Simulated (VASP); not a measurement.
Here is a VASP 6.6.1 calculation.

File INCAR:

```
ALGO = Normal
EDIFF = 1E-6
ENCUT = 520
ISIF = 2
ISMEAR = 0
LASPH = True
LCHARG = False
LREAL = False
LWAVE = False
NBANDS = 12
NELM = 100
PREC = Accurate
SIGMA = 0.02
```

File KPOINTS:

```
k-points
0
Gamma
  9 9 9
```

File POSCAR:

```
In
1.0
    3.1960000000      0.0000000000      0.0000000000
    0.0000000000      3.1960000000      0.0000000000
    0.0000000000      0.0000000000      3.1960000000
In
1
Direct
    0.5000000000      0.5000000000      0.5000000000
```

Potentials or basis: VASP PAW LDA potentials, release 64 (In_d).

Command:

```sh
$ cat potpaw_LDA.64/In_d/POTCAR > POTCAR
$ mpirun -np 1 vasp_std > vasp.out
```

**Question.** What does it give for the pressure?

**Answer.** -5.5 GPa.
